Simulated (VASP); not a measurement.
Ir, 1 atom in the cell. The structure is cubic, space group Fm-3m (No. 225). Conventional cell: a = 3.727 Å, b = 3.727 Å, c = 3.727 Å, α = 90.00°, β = 90.00°, γ = 90.00°. Ir (site symmetry m-3m) has 12 Ir at 2.64 Å within 3.5 Å.  This cell differs from its parent crystal: volume scaled by 0.92.

```yaml
Program: VASP 6.6.1
Task: single point
Functional: PBEsol
Potentials_or_basis: VASP PAW PBE potentials, release 64 (Ir)
Cutoff: 520 eV
k_mesh: 19 × 19 × 19
Occupations: fermi-dirac, width 0.1 eV
Spin: no spin polarisation
Dipole_correction: no
Further_INCAR_settings: ALGO = Normal; EDIFF = 1e-06; NBANDS = 10
```

Potentials or basis: VASP PAW PBE potentials, release 64 (Ir).

Command:

```sh
$ cat potpaw_PBE.64/Ir/POTCAR > POTCAR
$ mpirun -np 1 vasp_std > vasp.out
```

Hardware: 1 thread of Intel(R) Xeon(R) Platinum 8488C (Sapphire Rapids) (shared host).

Task: Estimate the wall time of this run.

Result: Wall time 14 s on 1 thread of Intel(R) Xeon(R) Platinum 8488C (Sapphire Rapids), on a shared host, peak memory 0.15 GiB. Counts: scf iterations 12, k points 220.
